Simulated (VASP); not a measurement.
In2BiSb, 4 atoms in the cell. It takes space group P-4m2 (No. 115, tetragonal). Conventional cell: a = 4.826 Å, b = 4.826 Å, c = 6.791 Å, α = 90.00°, β = 90.00°, γ = 90.00°. Within 3.9 Å of Sb (site symmetry -4m2) lie 4 In at 2.92 Å. In (site symmetry 2mm) has 2 Sb at 2.92 Å and 2 Bi at 2.98 Å within 3.9 Å. Within 3.9 Å of Bi (site symmetry -4m2) lie 4 In at 2.98 Å.  This cell differs from its parent crystal: volume changed by +3%.

```yaml
Program: VASP 6.6.1
Task: single point
Functional: PBE
Potentials_or_basis: VASP PAW PBE potentials, release 64 (Sb, In_d, Bi_d)
Cutoff: 520 eV
k_mesh: 4 × 4 × 4
Occupations: fermi-dirac, width 0.02 eV
Spin: no spin polarisation
Dipole_correction: no
Further_INCAR_settings: ALGO = Normal; EDIFF = 1e-06; NBANDS = 31
```

Potentials or basis: VASP PAW PBE potentials, release 64 (Sb, In_d, Bi_d).

The run is started by

```sh
$ cat potpaw_PBE.64/Sb/POTCAR potpaw_PBE.64/In_d/POTCAR potpaw_PBE.64/Bi_d/POTCAR > POTCAR
$ mpirun -np 1 vasp_std > vasp.out
```

Hardware: 1 thread of Intel(R) Xeon(R) Platinum 8375C CPU @ 2.90GHz (Ice Lake), on a shared host.

Q: How long does it take, and how much memory?

A: Wall time 58 s on 1 thread of Intel(R) Xeon(R) Platinum 8375C CPU @ 2.90GHz (Ice Lake), on a shared host, peak memory 0.29 GiB. Counts: scf iterations 14, k points 18.
